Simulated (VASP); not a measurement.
# Mo (P6_3/mmc) in VASP: further runs

Runs on Mo. Level: BLYP. Tasks: single point.

All numbers are computed with VASP 6.6.1; they aren't measurements. Logs are shortened: lines on timing, memory, paths and dates and some standing lists are left out, and cuts for length are marked.

### Step 1. The cell of the first run

Symmetry: P6_3/mmc, No. 194, hexagonal system. The conventional cell has a = 2.791 Å, b = 2.791 Å, c = 4.974 Å, α = 90.00°, β = 90.00°, γ = 120.00°. Within 3.7 Å of Mo (site symmetry -6m2) lie 12 Mo at 2.79 to 2.96 Å.

This isn't the form of Mo at room conditions, which is bcc.

### Step 2. Single point, BLYP (16.78 Å³/atom)

File INCAR:

```
AGGAC = 1.0 ; AGGAX = 1.0
ALDAC = 0.0 ; ALDAX = 1.0
ALGO = Normal ; EDIFF = 1E-6
ENCUT = 520 ; GGA = B5
ISIF = 2 ; ISMEAR = -1
LASPH = T ; LCHARG = F
LREAL = F ; LWAVE = F
NBANDS = 21 ; NELM = 60
PREC = Accurate ; SIGMA = 0.1
```

File KPOINTS:

```
k-points
0
Gamma
  15 15 7
```

File POSCAR:

```
Mo
1.0
    2.7908100670      0.0000000000      0.0000000000
   -1.3954050335      2.4169124152      0.0000000000
    0.0000000000      0.0000000000      4.9744967363
Mo
2
Direct
    0.3333333333      0.6666666667      0.2500000000
    0.6666666667      0.3333333333      0.7500000000
```

Potentials or basis: VASP PAW PBE potentials, release 64 (Mo_sv).

Started as:

```bash
cat potpaw_PBE.64/Mo_sv/POTCAR > POTCAR
mpirun -np 1 vasp_std > vasp.out
```

OUTCAR:

```text
EDIFF = 1E-6
   ENCUT = 520
   GGA = B5
   ISIF = 2
   ISMEAR = -1
   LASPH = T
   LREAL = F
   NELM = 60
   PREC = Accurate

 ion  position               nearest neighbor table
   1  0.333  0.667  0.250-   2 2.96   2 2.96   2 2.96   2 2.96   2 2.96   2 2.96
   2  0.667  0.333  0.750-   1 2.96   1 2.96   1 2.96   1 2.96   1 2.96   1 2.96

  LATTYP: Found a hexagonal cell.
 ALAT       =     2.7908100670
 C/A-ratio  =     1.7824562105

  Lattice vectors:

 A1 = (   2.7908100670,   0.0000000000,   0.0000000000)
 A2 = (  -1.3954050335,   2.4169124152,   0.0000000000)
 A3 = (   0.0000000000,   0.0000000000,   4.9744967363)

Analysis of symmetry for initial positions (statically):
=====================================================================
 Subroutine PRICEL returns:
 Original cell was already a primitive cell.

 Routine SETGRP: Setting up the symmetry group for a
 hexagonal supercell.

 Subroutine GETGRP returns: Found 24 space group operations
 (whereof 12 operations were pure point group operations)
 out of a pool of 24 trial point group operations.

The static configuration has the point symmetry D_3d.
 The point group associated with its full space group is D_6h.

Analysis of symmetry for dynamics (positions and initial velocities):
=====================================================================
 Subroutine PRICEL returns:
 Original cell was already a primitive cell.

 Routine SETGRP: Setting up the symmetry group for a
 hexagonal supercell.

 Subroutine GETGRP returns: Found 24 space group operations
 (whereof 12 operations were pure point group operations)
 out of a pool of 24 trial point group operations.

The dynamic configuration has the point symmetry D_3d.
 The point group associated with its full space group is D_6h.

 Subroutine INISYM returns: Found 24 space group operations
 (whereof 12 operations are pure point group operations),
 and found     1 'primitive' translations

----------------------------------------------------------------------------------------

                                     Primitive cell

  volume of cell :      33.5537

  direct lattice vectors                    reciprocal lattice vectors
     2.790810067  0.000000000  0.000000000     0.358318902  0.206875515  0.000000000
    -1.395405033  2.416912415  0.000000000     0.000000000  0.413751029  0.000000000
     0.000000000  0.000000000  4.974496736     0.000000000  0.000000000  0.201025361

  length of vectors
     2.790810067  2.790810067  4.974496736     0.413751030  0.413751029  0.201025361

  position of ions in fractional coordinates (direct lattice)
     0.333333333  0.666666667  0.250000000
     0.666666667  0.333333333  0.750000000

  ion indices of the primitive-cell ions
   primitive index   ion index
                 1           1
                 2           2

----------------------------------------------------------------------------------------

 KPOINTS: k-points

Automatic generation of k-mesh.
 Grid dimensions read from file:
 generate k-points for:   15   15    7

 Generating k-lattice:

  Cartesian coordinates                     Fractional coordinates (reciprocal lattice)
     0.023887927  0.013791701  0.000000000     0.066666667  0.000000000  0.000000000
     0.000000000  0.027583402  0.000000000     0.000000000  0.066666667  0.000000000
     0.000000000  0.000000000  0.028717909     0.000000000  0.000000000  0.142857143

  Length of vectors
     0.027583402  0.027583402  0.028717909

  Shift w.r.t. Gamma in fractional coordinates (k-lattice)
     0.000000000  0.000000000  0.000000000

 Subroutine IBZKPT returns following result:
 ===========================================

 Found    108 irreducible k-points:

 Following reciprocal coordinates:
            Coordinates               Weight
  0.000000  0.000000  0.000000      1.000000
  0.066667 -0.000000  0.000000      6.000000
  0.133333 -0.000000  0.000000      6.000000
  0.200000 -0.000000  0.000000      6.000000
  0.266667 -0.000000  0.000000      6.000000
  0.333333 -0.000000  0.000000      6.000000
[... 16 lines left out ...]
  0.333333  0.200000  0.000000     12.000000
  0.400000  0.200000  0.000000      6.000000
 [... further k-points ...]
   k-points           NKPTS =    108   k-points in BZ     NKDIM =    108   number of bands    NBANDS=     21
   number of dos      NEDOS =    301   number of ions     NIONS =      2
   total plane-waves  NPLWV =  23040
   dimension x,y,z NGX =    24 NGY =   24 NGZ =   40
   dimension x,y,z NGXF=    48 NGYF=   48 NGZF=   80
   ions per type =               2
   NGX,Y,Z   is equivalent  to a cutoff of  14.30, 14.30, 13.37 a.u.
   NGXF,Y,Z  is equivalent  to a cutoff of  28.59, 28.59, 26.74 a.u.
 SYSTEM =  unknown system
   PREC   = accura    normal or accurate (medium, high low for compatibility)
   ISTART =      0    job   : 0-new  1-cont  2-samecut
   ICHARG =      2    charge: 1-file 2-atom 10-const
   ISPIN  =      1    spin polarized calculation?
   LNONCOLLINEAR =      F non collinear calculations
   LSORBIT =      F    spin-orbit coupling
   LASPH  =      T    aspherical Exc in radial PAW
   ENCUT  =  520.0 eV  38.22 Ry    6.18 a.u.   5.19  5.19  9.25*2*pi/ulx,y,z
   NELM   =     60;   NELMIN=  2; NELMDL= -5     # of ELM steps
   EDIFF  = 0.1E-05   stopping-criterion for ELM
   LREAL  =      F    real-space projection
   EDIFFG = 0.1E-04   stopping-criterion for IOM
   NSW    =      0    number of steps for IOM
   IBRION =     -1    ionic relax: 0-MD 1-quasi-New 2-CG
   NFREE  =      0    steps in history (QN), initial steepest desc. (CG)
   ISIF   =      2    stress and relaxation
   ISYM   =      2    0-nonsym 1-usesym 2-fastsym
   POTIM  = 0.5000    time-step for ionic-motion
   TEBEG  =    0.0;   TEEND  =   0.0 temperature during run
   PSTRESS=    0.0 pullay stress
   NELECT =      28.0000    total number of electrons
   NUPDOWN=      -1.0000    fix difference up-down
   EMIN   =  10.00;   EMAX   =-10.00  energy-range for DOS
   EFERMI =   0.00;   METHOD = LEGACY
   ISMEAR =    -1;   SIGMA  =   0.10  broadening in eV -4-tet -1-fermi 0-gaus
   EFERMI_NEDOS =   21; number of points for ismear=-14 and -15
   IALGO  =     38    algorithm
   IMIX   =      4    mixing-type and parameters
     AMIX     =   0.40;   BMIX     =  1.00
     AMIX_MAG =   1.60;   BMIX_MAG =  1.00
  volume/ion in A,a.u.               =      16.78       113.22
  Fermi-wavevector in a.u.,A,eV,Ry     =   1.541277  2.912591 32.321117  2.375535
  Thomas-Fermi vector in A             =   2.647246
   LORBIT       =      0    0 simple, 1 ext, 2 COOP (PROOUT), +10 PAW based schemes
   GGA     = B5    functional components
   LHFCALC =     F    Hartree Fock is set to
   AEXX    =    0.0000 exact exchange contribution
   IVDW    =     0    specifies the selected vdW correction
   LEPSILON=     F    determine dielectric tensor
   LRPA    =     F    only Hartree local field effects (RPA)
 non-spin polarized calculation
  energy-cutoff  :      520.00
  volume of cell :       33.55
 maximum number of plane-waves:       916
 NGX is ok and might be reduce to    24
   NGX = 11   NGY = 11   NGZ = 19

 number of electron      28.0000001 magnetization

 Free energy of the ion-electron system (eV)
  ---------------------------------------------------
  ext. energy  EPLUGINS =         0.00000000
  ---------------------------------------------------
  free energy    TOTEN  =       -18.25229334 eV

  energy without entropy =      -18.16279239  energy(sigma->0) =      -18.20754287

 E-fermi :  11.7557     XC(G=0): -12.3366

 val. band max:       11.7484149211   @ k =   0.4000  -0.0000   0.2857
 cond. band min:      11.7584833930   @ k =   0.0667  -0.0000   0.1429
 fundamental gap:      0.0100684719
 Fermi energy:        11.7557252714

 k-point     1 :       0.0000    0.0000    0.0000
  band No.  band energies     occupation
      1     -48.9327      2.00000
      2     -48.8021      2.00000
      3     -23.5610      2.00000
      4     -22.6555      2.00000
      5     -22.4778      2.00000
      6     -22.4778      2.00000
[... 13 lines left out ...]
     20      14.8625      0.00000
     21      20.7660      0.00000

 k-point     2 :       0.0667   -0.0000    0.0000
  band No.  band energies     occupation
      1     -48.9240      2.00000
      2     -48.7959      2.00000
      3     -23.5452      2.00000
      4     -22.6573      2.00000
      5     -22.5283      2.00000
      6     -22.4916      2.00000
[... 13 lines left out ...]
     20      15.4942      0.00000
     21      20.7397      0.00000

 k-point     3 :       0.1333   -0.0000    0.0000
  band No.  band energies     occupation
      1     -48.8991      2.00000
      2     -48.7783      2.00000
      3     -23.4994      2.00000
      4     -22.6705      2.00000
      5     -22.6631      2.00000
      6     -22.5810      2.00000
[... 13 lines left out ...]
     20      16.6965      0.00000
     21      20.6521      0.00000

 k-point     4 :       0.2000   -0.0000    0.0000
  band No.  band energies     occupation
      1     -48.8618      2.00000
      2     -48.7528      2.00000
      3     -23.4283      2.00000
      4     -22.8780      2.00000
      5     -22.7854      2.00000
      6     -22.6750      2.00000
[... 13 lines left out ...]
     20      18.0202      0.00000
     21      20.5060      0.00000

 k-point     5 :       0.2667   -0.0000    0.0000
  band No.  band energies     occupation
      1     -48.8176      2.00000
      2     -48.7242      2.00000
      3     -23.3397      2.00000
      4     -23.1131      2.00000
      5     -23.0129      2.00000
      6     -22.6953      2.00000
[... 13 lines left out ...]
     20      19.3322      0.00000
     21      20.3544      0.00000

 k-point     6 :       0.3333   -0.0000    0.0000
  band No.  band energies     occupation
      1     -48.7736      2.00000
      2     -48.6982      2.00000
      3     -23.3345      2.00000
      4     -23.2439      2.00000
      5     -23.2242      2.00000
      6     -22.7253      2.00000
[... 13 lines left out ...]
     20      20.2881      0.00000
     21      20.5332      0.00000

 k-point     7 :       0.4000   -0.0000    0.0000
  band No.  band energies     occupation
      1     -48.7370      2.00000
      2     -48.6797      2.00000
      3     -23.5051      2.00000
      4     -23.3857      2.00000
      5     -23.1550      2.00000
      6     -22.7625      2.00000
[... 13 lines left out ...]
     20      20.1374      0.00000
     21      21.5016      0.00000
[... 291 lines left out ...]
      1     -48.7047      2.00000
      2     -48.6674      2.00000
      3     -23.5403      2.00000
      4     -23.4191      2.00000
      5     -23.0647      2.00000
      6     -22.8876      2.00000
[... 13 lines left out ...]
     20      20.0080      0.00000
     21      22.8113      0.00000

 k-point    21 :       0.2000    0.2000    0.0000
  band No.  band energies     occupation
      1     -48.7628      2.00000
      2     -48.6921      2.00000
      3     -23.2460      2.00000
      4     -23.2289      2.00000
      5     -23.2197      2.00000
      6     -22.7927      2.00000
[... 13 lines left out ...]
     20      20.7977      0.00000
     21      21.2886      0.00000

 k-point    22 :       0.2667    0.2000    0.0000
  band No.  band energies     occupation
      1     -48.7277      2.00000
      2     -48.6752      2.00000
      3     -23.3698      2.00000
      4     -23.3078      2.00000
      5     -23.1324      2.00000
      6     -22.8972      2.00000
[... 13 lines left out ...]
     20      21.5513      0.00000
     21      22.5372      0.00000

 k-point    23 :       0.3333    0.2000    0.0000
  band No.  band energies     occupation
      1     -48.7014      2.00000
      2     -48.6662      2.00000
      3     -23.4523      2.00000
      4     -23.3489      2.00000
      5     -23.0557      2.00000
      6     -22.9814      2.00000
[... 13 lines left out ...]
     20      20.8106      0.00000
     21      22.3917      0.00000

 k-point    24 :       0.4000    0.2000    0.0000
  band No.  band energies     occupation
      1     -48.6907      2.00000
      2     -48.6644      2.00000
      3     -23.4809      2.00000
      4     -23.3607      2.00000
      5     -23.0194      2.00000
      6     -23.0143      2.00000
[... 13 lines left out ...]
     20      20.0367      0.00000
     21      21.9940      0.00000

 [... further k-points ...]
[... 5 lines left out ...]
  --------------------------------------------------------------------------------------
  -------------------------------------------------------------------------------------
  Total        0.1601068      0.1601068      0.1646699     -0.0000000      0.0000000      0.0000000
  in kB        7.6450445      7.6450445      7.8629305     -0.0000000      0.0000000      0.0000000
  external PRESSURE =       7.7176732 kB  Pullay stress =       0.0000000 kB

 VOLUME and BASIS-vectors are now :
 -----------------------------------------------------------------------------
  energy-cutoff  :      520.00
  volume of cell :       33.55
      direct lattice vectors                 reciprocal lattice vectors
     2.790810067  0.000000000  0.000000000     0.358318902  0.206875515  0.000000000
    -1.395405033  2.416912415  0.000000000     0.000000000  0.413751029  0.000000000
     0.000000000  0.000000000  4.974496736     0.000000000  0.000000000  0.201025361

 POSITION                                       TOTAL-FORCE (eV/Angst)
 -----------------------------------------------------------------------------------
     -0.00000      1.61127      1.24362         0.000000      0.000000      0.000000
      1.39541      0.80564      3.73087        -0.000000     -0.000000      0.000000
 -----------------------------------------------------------------------------------
    total drift:                               -0.000000      0.000000     -0.000000

  FREE ENERGIE OF THE ION-ELECTRON SYSTEM (eV)
  ---------------------------------------------------
  free  energy   TOTEN  =       -18.2522933394 eV

  energy  without entropy=      -18.1627923927  energy(sigma->0) =      -18.20754287
```

Run time: 38 s. Hardware: 1 thread of AMD EPYC 9R45 (Zen 5), shared host; peak memory 0.16 GiB.

What came out:

```yaml
Free_energy: -18.2523 eV
Pressure: 0.8 GPa
Band_gap_on_the_k_mesh: zero (bands 14 and 15 overlap by 1.65 eV)
```

Levels at points of the mesh, in eV from the Fermi level:
```tsv
k point	band 10	band 11	band 12	band 13	band 14	band 15	band 16	band 17	band 18	band 19
(0.00, 0.00, 0.00)	-4.49	-1.69	-0.63	-0.63	-0.18	-0.18	0.74	1.34	1.34	3.11
```

Caveat: the PAW data sets were made with another functional, which shifts forces and pressure a little.

### Step 3. Single point, BLYP (17.45 Å³/atom)

This run uses another cell than the first one, of 17.45 Å³/atom.

File INCAR:

```
PREC = Accurate
ENCUT = 520
EDIFF = 1E-6
ISMEAR = -1
SIGMA = 0.1
LREAL = False
LASPH = True
NELM = 60
ALGO = Normal
ISIF = 2
LWAVE = False
LCHARG = True
GGA = B5
ALDAX = 1.0
AGGAX = 1.0
AGGAC = 1.0
ALDAC = 0.0
LELF = True
LVHAR = True
NBANDS = 21
```

File KPOINTS:

```
Automatic mesh
0
Gamma
  15 15 7
```

File POSCAR:

```
Mo
1.0
    2.8275354637      0.0000000000      0.0000000000
   -1.4137677318      2.4487175416      0.0000000000
    0.0000000000      0.0000000000      5.0399581476
Mo
2
Direct
    0.3333333333      0.6666666667      0.2500000000
    0.6666666667      0.3333333333      0.7500000000
```

Potentials or basis: VASP PAW PBE potentials, release 64 (Mo_sv).

Started as:

```bash
cat potpaw_PBE.64/Mo_sv/POTCAR > POTCAR
mpirun -np 1 vasp_std > vasp.out
```

It took 39 s on 1 thread of AMD EPYC 9R45 (Zen 5), shared host; peak memory 0.17 GiB.

The run converged. Its results:

| Property | Result |
| --- | --- |
| Free energy | -18.2253 eV |
| Pressure | -7.1 GPa |
| Band gap on the k mesh | zero (bands 14 and 15 overlap by 1.56 eV) |

Stress tensor (GPa, compression positive):
```
-7.55  0.00  0.00
 0.00 -7.55  0.00
 0.00  0.00 -6.07
```

Levels at points of the mesh, in eV from the Fermi level:
```csv
k point,band 11,band 12,band 13,band 14,band 15,band 16,band 17,band 18
"(0.00, 0.00, 0.00)",-1.60,-0.58,-0.58,-0.16,-0.16,0.67,1.28,1.28
```

Caveat: the cell stands under tension; the PAW data sets were made with another functional, which shifts forces and pressure a little.

### Step 4. Single point, BLYP (18.12 Å³/atom)

This run uses another cell than the first one, of 18.12 Å³/atom.

File INCAR:

```
SYSTEM = Mo
PREC     = Accurate       ! precision mode
ENCUT    = 520            ! plane-wave cutoff, eV
EDIFF    = 1E-6           ! SCF threshold, eV
ISMEAR   = -1             ! smearing method
SIGMA    = 0.1            ! smearing width, eV
LREAL    = .False.        ! projectors in reciprocal space
LASPH    = .True.         ! aspherical terms in the spheres
NELM     = 100            ! most SCF steps
ALGO     = Normal         ! electronic algorithm
ISIF     = 2              ! what is computed and relaxed
LWAVE    = .False.        ! write WAVECAR
LCHARG   = .False.        ! write CHGCAR
GGA      = B5             ! functional
ALDAX    = 1.0          
AGGAX    = 1.0          
AGGAC    = 1.0          
ALDAC    = 0.0          
NBANDS   = 21             ! bands
```

File KPOINTS:

```
Automatic mesh
0
Gamma
  15 15 7
  0 0 0
```

File POSCAR:

```
Mo
1.0
    2.8633308518      0.0000000000      0.0000000000
   -1.4316654259      2.4797172571      0.0000000000
    0.0000000000      0.0000000000      5.1037618595
Mo
2
Direct
    0.3333333333      0.6666666667      0.2500000000
    0.6666666667      0.3333333333      0.7500000000
```

Started as:

```bash
cat potpaw_PBE.64/Mo_sv/POTCAR > POTCAR
mpirun -np 1 vasp_std > vasp.out
```

Wall time 36 s (1 thread of AMD EPYC 9R45 (Zen 5), shared host); peak memory 0.17 GiB.

The run converged. Its results:

- Free energy: -18.1392 eV
- Pressure: -13.4 GPa
- Band gap on the k mesh: zero (bands 14 and 15 overlap by 1.48 eV)

Stress tensor (GPa, compression positive):
```
-14.28   0.00   0.00
  0.00 -14.28   0.00
  0.00   0.00 -11.60
```

Levels at points of the mesh, in eV from the Fermi level:
```csv
k point,band 10,band 11,band 12,band 13,band 14,band 15,band 16,band 17,band 18,band 19
"(0.00, 0.00, 0.00)",-4.18,-1.51,-0.54,-0.54,-0.14,-0.14,0.61,1.22,1.22,2.79
```

Caveat: the cell stands under tension; the PAW data sets were made with another functional, which shifts forces and pressure a little.

### Step 5. The runs side by side

| cell | gap on the mesh (eV) | pressure (GPa) |
| --- | --- | --- |
| a = 2.791, b = 2.791, c = 4.974 Å, angles 90.0, 90.0, 120.0°, 2 atoms | none | 0.8 |
| a = 2.828, b = 2.828, c = 5.040 Å, angles 90.0, 90.0, 120.0°, 2 atoms | none | -7.1 |
| a = 2.863, b = 2.863, c = 5.104 Å, angles 90.0, 90.0, 120.0°, 2 atoms | none | -13.4 |

Alike in all rows: task single point; level BLYP; potentials or basis VASP PAW PBE potentials, release 64 (Mo_sv); no spin polarisation; k mesh 15 × 15 × 7; cutoff (eV) 520; smearing fermi-dirac 0.1 eV.

Caveats: the PAW data sets were made with another functional, which shifts forces and pressure a little; the cell stands under tension (at least some runs).

Absolute energies hang on the potentials; compare differences alone.
